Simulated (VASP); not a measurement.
Here is a VASP 6.6.1 calculation.

File INCAR:

```
SYSTEM = Hf4Ta
PREC = Accurate
ENCUT = 600
EDIFF = 1E-6
ISMEAR = 0
SIGMA = 0.1
LREAL = .False.
LASPH = .True.
NELM = 100
ALGO = Normal
ISIF = 3
LWAVE = .False.
LCHARG = .False.
GGA = PE
IBRION = 2
NSW = 90
EDIFFG = -0.04
```

The input KPOINTS:

```
regular mesh
0
Gamma
  6 6 4
  0 0 0
```

Contents of POSCAR:

```
Hf4Ta
1.0
    4.4431280900      0.0000000000      0.0000000000
   -2.2215640400      3.8478618000      0.0000000000
    0.0000000000      0.0000000000      6.0802900600
Hf Ta
4 1
Direct
    0.3333333300      0.6666666700      0.7400475700
    0.6666666700      0.3333333300      0.7400475700
    0.6666666700      0.3333333300      0.2599524300
    0.3333333300      0.6666666700      0.2599524300
    0.0000000000      0.0000000000      0.5000000000
```

Potentials or basis: VASP PAW PBE potentials, release 64 (Hf_pv, Ta_pv).

Launch:

```bash
$ cat potpaw_PBE.64/Hf_pv/POTCAR potpaw_PBE.64/Ta_pv/POTCAR > POTCAR
$ mpirun -np 1 vasp_std > vasp.out
```

(1) Estimate the band gap on the k mesh.

(2) Estimate the relaxed volume.

(3) Estimate the relaxed cell.

Answers

(1) zero (an odd number of electrons rules out a gap without spin polarisation).

(2) 23.94 Å³/atom.

(3) a = 4.876 Å, b = 4.876 Å, c = 5.813 Å, α = 90.00°, β = 90.00°, γ = 120.00°.

Caveat: the volume moved by over 15 % at a fixed basis, so the end points are rough; spin-orbit coupling is left out, which moves the levels of the heavy elements.
